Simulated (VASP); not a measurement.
Write the native input for VASP 6.6.1 that does the following.

```yaml
Task: single point
Functional: PBE
Potentials_or_basis: VASP PAW PBE potentials, release 64 (Nb_sv, Sb)
Cutoff: 500 eV
k_mesh: 10 × 10 × 10
Occupations: gaussian, width 0.05 eV
Spin: no spin polarisation
Hubbard_terms: Nb d U = 1.0 eV
Dipole_correction: no
Further_INCAR_settings: ALGO = Normal; EDIFF = 1e-06; NBANDS = 16
```

The structure of NbSb lies in POSCAR:

```
NbSb
1.0
    0.0000000000      3.1470179345      3.1470179345
    3.1470179345      0.0000000000      3.1470179345
    3.1470179345      3.1470179345      0.0000000000
Nb Sb
1 1
Direct
    0.0000000000      0.0000000000      0.0000000000
    0.2500000000      0.2500000000      0.2500000000
```

The input as run:

INCAR

```
  PREC = Accurate
  ENCUT = 500
  EDIFF = 1E-6
  ISMEAR = 0
  SIGMA = 0.05
  LREAL = False
  LASPH = True
  NELM = 200
  ALGO = Normal
  ISIF = 2
  LWAVE = False
  LCHARG = False
  LMAXMIX = 4
  LDAU = True
  LDAUTYPE = 2
  LDAUL = 2 -1
  LDAUU = 1 0
  LDAUJ = 0 0
  LDAUPRINT = 1
  GGA = PE
  NBANDS = 16
  GGA_COMPAT = False
```

KPOINTS

```
Automatic mesh
0
Gamma
  10 10 10
```

Potentials or basis: VASP PAW PBE potentials, release 64 (Nb_sv, Sb).

The run is started by

```console
$ cat potpaw_PBE.64/Nb_sv/POTCAR potpaw_PBE.64/Sb/POTCAR > POTCAR
$ mpirun -np 1 vasp_std > vasp.out
```

Results of the run:

The pressure is 0.3 GPa and the band gap on the k mesh is zero (bands 9 and 10 overlap by 0.33 eV).

Caveat: spin-orbit coupling is left out, which moves the levels of the heavy elements; U without spin polarisation on a metal has little footing; the U is typed as a test and isn't derived for this compound.

It took 37 s on 1 thread of Intel(R) Xeon(R) Platinum 8259CL CPU @ 2.50GHz (Skylake/Cascade Lake), with other jobs on the host, peak memory 0.2 GiB.
